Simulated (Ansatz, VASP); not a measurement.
# Two plane-wave programs on Ge2Sb2Te5

```
CELL_PARAMETERS angstrom
-4.20173 0.00000 0.00000
-2.10087 -3.63881 0.00000
0.00000 0.00000 17.60608
ATOMIC_POSITIONS crystal
Ge 0.00000 0.00000 0.81431
Ge 0.00000 0.00000 0.15729
Sb 0.33333 0.33333 0.59918
Sb 0.66667 0.66667 0.37242
Te 0.00000 0.00000 0.48580
Te 0.33333 0.33333 0.27308
Te 0.66667 0.66667 0.69852
Te 0.33333 0.33333 0.89454
Te 0.66667 0.66667 0.07707
```

Alike in both runs: task single point; functional PBEsol; k mesh 11 × 11 × 3; occupations gaussian, width 0.15 eV; no spin polarisation.

```csv
,VASP,Ansatz
version,VASP 6.6.1,Ansatz 0.2.0
potentials or method,"VASP PAW PBE potentials, release 64 (Ge_d, Sb, Te), cutoff 520 eV","scalar-relativistic, plane waves, PAW"
valence electrons in the cell,68,138
```

```csv
,VASP,Ansatz,Ansatz less VASP
gap on the k mesh at the Fermi level (eV),none,none,-
pressure (GPa),-0.3,-0.4,-0.07
"traceless stress, the component that is largest in VASP (GPa)",0.05,0.05,-0.004
rms of the force components (eV/Å),0.028,0.025,-0.0030
```

VASP's potentials were made for PBE, not for PBEsol. Atom by atom the forces differ by 0.013 eV/Å (rms over components). A gap of «none» marks a metal or a gap that the smearing closes. VASP's potentials hold 68 valence electrons a cell and Ansatz's 138, so a difference there can come from the potentials and not from the codes.

Neither program's run includes spin-orbit coupling.
